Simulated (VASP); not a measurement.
# Ru (P6_3/mmc) in VASP: a series of runs

The runs below take Ru through single point, with PBE.

All numbers are computed with VASP 6.6.1; they aren't measurements. Logs are shortened: lines on timing, memory, paths and dates and some standing lists are left out, and cuts for length are marked.

## Step 1: The cell of the first run

The structure is hexagonal, space group P6_3/mmc (No. 194). The conventional cell has a = 2.703 Å, b = 2.703 Å, c = 4.271 Å, α = 90.00°, β = 90.00°, γ = 120.00°. Ru (site symmetry -6m2) has 12 Ru at 2.64 to 2.70 Å within 3.5 Å.

## Step 2: Single point, PBE (volume scaled by 0.98, then relaxed in part)

Contents of INCAR:

```
ALGO     = Normal         # electronic algorithm
EDIFF    = 1E-6           # SCF threshold, eV
ENCUT    = 500            # plane-wave cutoff, eV
GGA      = PE             # functional
GGA_COMPAT= False        
ISIF     = 2              # what is computed and relaxed
ISMEAR   = -1             # smearing method
LASPH    = True           # aspherical terms in the spheres
LCHARG   = True           # write CHGCAR
LELF     = True           # ELF
LREAL    = False          # projectors in reciprocal space
LVHAR    = True         
LWAVE    = False          # write WAVECAR
NBANDS   = 21             # bands
NELM     = 120            # most SCF steps
PREC     = Accurate       # precision mode
SIGMA    = 0.15           # smearing width, eV
```

Contents of KPOINTS:

```
k-points
0
Gamma
  18 18 10
```

Contents of POSCAR:

```
Ru
1.0
    2.7031559142      0.0000000000      0.0000000000
   -1.3515779571      2.3410016921      0.0000000000
    0.0000000000      0.0000000000      4.2709887322
Ru
2
Direct
    0.3333333333      0.6666666667      0.2500000000
    0.6666666667      0.3333333333      0.7500000000
```

Potentials or basis: VASP PAW PBE potentials, release 64 (Ru_pv).

Launch:

```sh
$ cat potpaw_PBE.64/Ru_pv/POTCAR > POTCAR
$ mpirun -np 1 vasp_std > vasp.out
```

OUTCAR:

```text
EDIFF = 1E-6
   ENCUT = 500
   GGA = PE
   ISIF = 2
   ISMEAR = -1
   LASPH = True
   LREAL = False
   NELM = 120
   PREC = Accurate

 ion  position               nearest neighbor table
   1  0.333  0.667  0.250-   2 2.64   2 2.64   2 2.64   2 2.64   2 2.64   2 2.64
   2  0.667  0.333  0.750-   1 2.64   1 2.64   1 2.64   1 2.64   1 2.64   1 2.64

  LATTYP: Found a hexagonal cell.
 ALAT       =     2.7031559142
 C/A-ratio  =     1.5800008833

  Lattice vectors:

 A1 = (   2.7031559142,   0.0000000000,   0.0000000000)
 A2 = (  -1.3515779571,   2.3410016921,   0.0000000000)
 A3 = (   0.0000000000,   0.0000000000,   4.2709887322)

Analysis of symmetry for initial positions (statically):
=====================================================================
 Subroutine PRICEL returns:
 Original cell was already a primitive cell.

 Routine SETGRP: Setting up the symmetry group for a
 hexagonal supercell.

 Subroutine GETGRP returns: Found 24 space group operations
 (whereof 12 operations were pure point group operations)
 out of a pool of 24 trial point group operations.

The static configuration has the point symmetry D_3d.
 The point group associated with its full space group is D_6h.

Analysis of symmetry for dynamics (positions and initial velocities):
=====================================================================
 Subroutine PRICEL returns:
 Original cell was already a primitive cell.

 Routine SETGRP: Setting up the symmetry group for a
 hexagonal supercell.

 Subroutine GETGRP returns: Found 24 space group operations
 (whereof 12 operations were pure point group operations)
 out of a pool of 24 trial point group operations.

The dynamic configuration has the point symmetry D_3d.
 The point group associated with its full space group is D_6h.

 Subroutine INISYM returns: Found 24 space group operations
 (whereof 12 operations are pure point group operations),
 and found     1 'primitive' translations

----------------------------------------------------------------------------------------

                                     Primitive cell

  volume of cell :      27.0272

  direct lattice vectors                    reciprocal lattice vectors
     2.703155914  0.000000000  0.000000000     0.369937966  0.213583784  0.000000000
    -1.351577957  2.341001692  0.000000000     0.000000000  0.427167568  0.000000000
     0.000000000  0.000000000  4.270988732     0.000000000  0.000000000  0.234137822

  length of vectors
     2.703155914  2.703155914  4.270988732     0.427167568  0.427167568  0.234137822

  position of ions in fractional coordinates (direct lattice)
     0.333333333  0.666666667  0.250000000
     0.666666667  0.333333333  0.750000000

  ion indices of the primitive-cell ions
   primitive index   ion index
                 1           1
                 2           2

----------------------------------------------------------------------------------------

 KPOINTS: k-points

Automatic generation of k-mesh.
 Grid dimensions read from file:
 generate k-points for:   18   18   10

 Generating k-lattice:

  Cartesian coordinates                     Fractional coordinates (reciprocal lattice)
     0.020552109  0.011865766  0.000000000     0.055555556 -0.000000000  0.000000000
     0.000000000  0.023731532  0.000000000     0.000000000  0.055555556  0.000000000
     0.000000000  0.000000000  0.023413782     0.000000000  0.000000000  0.100000000

  Length of vectors
     0.023731532  0.023731532  0.023413782

  Shift w.r.t. Gamma in fractional coordinates (k-lattice)
     0.000000000  0.000000000  0.000000000

 Subroutine IBZKPT returns following result:
 ===========================================

 Found    222 irreducible k-points:

 Following reciprocal coordinates:
            Coordinates               Weight
  0.000000  0.000000  0.000000      1.000000
  0.055556 -0.000000  0.000000      6.000000
  0.111111 -0.000000  0.000000      6.000000
  0.166667 -0.000000  0.000000      6.000000
  0.222222  0.000000  0.000000      6.000000
  0.277778  0.000000  0.000000      6.000000
[... 16 lines left out ...]
  0.333333  0.111111  0.000000     12.000000
  0.388889  0.111111  0.000000     12.000000
 [... further k-points ...]
   k-points           NKPTS =    222   k-points in BZ     NKDIM =    222   number of bands    NBANDS=     21
   number of dos      NEDOS =    301   number of ions     NIONS =      2
   total plane-waves  NPLWV =  12800
   dimension x,y,z NGX =    20 NGY =   20 NGZ =   32
   dimension x,y,z NGXF=    40 NGYF=   40 NGZF=   64
   ions per type =               2
   NGX,Y,Z   is equivalent  to a cutoff of  12.30, 12.30, 12.46 a.u.
   NGXF,Y,Z  is equivalent  to a cutoff of  24.60, 24.60, 24.91 a.u.
 SYSTEM =  unknown system
   PREC   = accura    normal or accurate (medium, high low for compatibility)
   ISTART =      0    job   : 0-new  1-cont  2-samecut
   ICHARG =      2    charge: 1-file 2-atom 10-const
   ISPIN  =      1    spin polarized calculation?
   LNONCOLLINEAR =      F non collinear calculations
   LSORBIT =      F    spin-orbit coupling
   LASPH  =      T    aspherical Exc in radial PAW
   ENCUT  =  500.0 eV  36.75 Ry    6.06 a.u.   4.93  4.93  7.79*2*pi/ulx,y,z
   NELM   =    120;   NELMIN=  2; NELMDL= -5     # of ELM steps
   EDIFF  = 0.1E-05   stopping-criterion for ELM
   LREAL  =      F    real-space projection
   EDIFFG = 0.1E-04   stopping-criterion for IOM
   NSW    =      0    number of steps for IOM
   IBRION =     -1    ionic relax: 0-MD 1-quasi-New 2-CG
   NFREE  =      0    steps in history (QN), initial steepest desc. (CG)
   ISIF   =      2    stress and relaxation
   ISYM   =      2    0-nonsym 1-usesym 2-fastsym
   POTIM  = 0.5000    time-step for ionic-motion
   TEBEG  =    0.0;   TEEND  =   0.0 temperature during run
   PSTRESS=    0.0 pullay stress
   NELECT =      28.0000    total number of electrons
   NUPDOWN=      -1.0000    fix difference up-down
   EMIN   =  10.00;   EMAX   =-10.00  energy-range for DOS
   EFERMI =   0.00;   METHOD = LEGACY
   ISMEAR =    -1;   SIGMA  =   0.15  broadening in eV -4-tet -1-fermi 0-gaus
   EFERMI_NEDOS =   21; number of points for ismear=-14 and -15
   IALGO  =     38    algorithm
   IMIX   =      4    mixing-type and parameters
     AMIX     =   0.40;   BMIX     =  1.00
     AMIX_MAG =   1.60;   BMIX_MAG =  1.00
  volume/ion in A,a.u.               =      13.51        91.19
  Fermi-wavevector in a.u.,A,eV,Ry     =   1.656509  3.130348 37.334680  2.744022
  Thomas-Fermi vector in A             =   2.744421
   LORBIT       =      0    0 simple, 1 ext, 2 COOP (PROOUT), +10 PAW based schemes
   GGA     = PE    functional components
   LHFCALC =     F    Hartree Fock is set to
   AEXX    =    0.0000 exact exchange contribution
   IVDW    =     0    specifies the selected vdW correction
   LEPSILON=     F    determine dielectric tensor
   LRPA    =     F    only Hartree local field effects (RPA)
 non-spin polarized calculation
  energy-cutoff  :      500.00
  volume of cell :       27.03
 maximum number of plane-waves:       703
 NGX is ok and might be reduce to    20
   NGX =  9   NGY =  9   NGZ = 15

 number of electron      28.0000005 magnetization

 Free energy of the ion-electron system (eV)
  ---------------------------------------------------
  ext. energy  EPLUGINS =         0.00000000
  ---------------------------------------------------
  free energy    TOTEN  =       -18.52019105 eV

  energy without entropy =      -18.39603002  energy(sigma->0) =      -18.45811053

 E-fermi :  12.9404     XC(G=0): -14.1482

 val. band max:       12.9375310941   @ k =   0.0556  -0.0000   0.1000
 cond. band min:      12.9424516655   @ k =   0.2222   0.1111   0.1000
 fundamental gap:      0.0049205714
 Fermi energy:        12.9403770005

 k-point     1 :       0.0000    0.0000    0.0000
  band No.  band energies     occupation
      1     -30.7390      2.00000
      2     -29.7902      2.00000
      3     -29.7902      2.00000
      4     -29.6161      2.00000
      5     -29.6161      2.00000
      6     -29.5738      2.00000
[... 13 lines left out ...]
     20      23.3491      0.00000
     21      23.4010      0.00000

 k-point     2 :       0.0556   -0.0000    0.0000
  band No.  band energies     occupation
      1     -30.7282      2.00000
      2     -29.8130      2.00000
      3     -29.7979      2.00000
      4     -29.6400      2.00000
      5     -29.6192      2.00000
      6     -29.5788      2.00000
[... 13 lines left out ...]
     20      23.3491      0.00000
     21      23.3944      0.00000

 k-point     3 :       0.1111   -0.0000    0.0000
  band No.  band energies     occupation
      1     -30.6967      2.00000
      2     -29.8786      2.00000
      3     -29.8199      2.00000
      4     -29.7080      2.00000
      5     -29.6284      2.00000
      6     -29.5938      2.00000
[... 13 lines left out ...]
     20      23.3491      0.00000
     21      23.3795      0.00000

 k-point     4 :       0.1667   -0.0000    0.0000
  band No.  band energies     occupation
      1     -30.6463      2.00000
      2     -29.9792      2.00000
      3     -29.8526      2.00000
      4     -29.8104      2.00000
      5     -29.6431      2.00000
      6     -29.6189      2.00000
[... 13 lines left out ...]
     20      23.3490      0.00000
     21      23.3668      0.00000

 k-point     5 :       0.2222    0.0000    0.0000
  band No.  band energies     occupation
      1     -30.5800      2.00000
      2     -30.1026      2.00000
      3     -29.9329      2.00000
      4     -29.8916      2.00000
      5     -29.6622      2.00000
      6     -29.6539      2.00000
[... 13 lines left out ...]
     20      23.3490      0.00000
     21      23.3597      0.00000
[... 382 lines left out ...]
     20      23.3489      0.00000
     21      23.3568      0.00000

 k-point    22 :       0.2778    0.1111    0.0000
  band No.  band energies     occupation
      1     -30.3953      2.00000
      2     -30.3434      2.00000
      3     -30.2069      2.00000
      4     -29.9829      2.00000
      5     -29.7656      2.00000
      6     -29.7553      2.00000
[... 13 lines left out ...]
     20      23.3484      0.00000
     21      23.3515      0.00000

 k-point    23 :       0.3333    0.1111    0.0000
  band No.  band energies     occupation
      1     -30.4373      2.00000
      2     -30.3156      2.00000
      3     -30.2701      2.00000
      4     -30.0307      2.00000
      5     -29.8211      2.00000
      6     -29.7766      2.00000
[... 13 lines left out ...]
     20      23.3488      0.00000
     21      23.8019      0.00000

 k-point    24 :       0.3889    0.1111    0.0000
  band No.  band energies     occupation
      1     -30.4983      2.00000
      2     -30.3113      2.00000
      3     -30.2510      2.00000
      4     -30.0614      2.00000
      5     -29.8699      2.00000
      6     -29.7905      2.00000
[... 13 lines left out ...]
     20      23.3484      0.00000
     21      24.1452      0.00000

 [... further k-points ...]
[... 5 lines left out ...]
  --------------------------------------------------------------------------------------
  -------------------------------------------------------------------------------------
  Total        1.0934036      1.0934036      1.0965816      0.0000000     -0.0000000      0.0000000
  in kB       64.8171359     64.8171359     65.0055275      0.0000000     -0.0000000      0.0000000
  external PRESSURE =      64.8799331 kB  Pullay stress =       0.0000000 kB

 VOLUME and BASIS-vectors are now :
 -----------------------------------------------------------------------------
  energy-cutoff  :      500.00
  volume of cell :       27.03
      direct lattice vectors                 reciprocal lattice vectors
     2.703155914  0.000000000  0.000000000     0.369937966  0.213583784  0.000000000
    -1.351577957  2.341001692  0.000000000     0.000000000  0.427167568  0.000000000
     0.000000000  0.000000000  4.270988732     0.000000000  0.000000000  0.234137822

 POSITION                                       TOTAL-FORCE (eV/Angst)
 -----------------------------------------------------------------------------------
     -0.00000      1.56067      1.06775         0.000000     -0.000000      0.000000
      1.35158      0.78033      3.20324        -0.000000      0.000000      0.000000
 -----------------------------------------------------------------------------------
    total drift:                               -0.000000      0.000000     -0.000000

  FREE ENERGIE OF THE ION-ELECTRON SYSTEM (eV)
  ---------------------------------------------------
  free  energy   TOTEN  =       -18.5201910506 eV

  energy  without entropy=      -18.3960300162  energy(sigma->0) =      -18.45811053
```

Run time: 48 s. Hardware: 1 thread of Intel Xeon Platinum 8488C (Sapphire Rapids), shared host; peak memory 0.2 GiB.

Results:

- Free energy: -18.5202 eV
- Pressure: 6.5 GPa
- Band gap on the k mesh: zero (band 14 reaches 14.42 eV, above the bottom of band 15 at 11.27 eV)

Levels at points of the mesh, in eV from the Fermi level:
```csv
k point,band 12,band 13,band 14,band 15,band 16,band 17
"(0.00, 0.00, 0.00)",-1.94,-1.94,-1.42,-1.42,1.18,1.18
"(0.50, 0.00, 0.00)",-1.82,-1.53,1.42,1.84,1.93,4.08
"(0.00, 0.00, 0.50)",-2.80,-2.73,-2.73,0.54,0.54,0.54
"(0.50, 0.00, 0.50)",-1.08,0.44,0.44,1.68,1.68,3.40
```

(Part 1 of 2 ends here.)
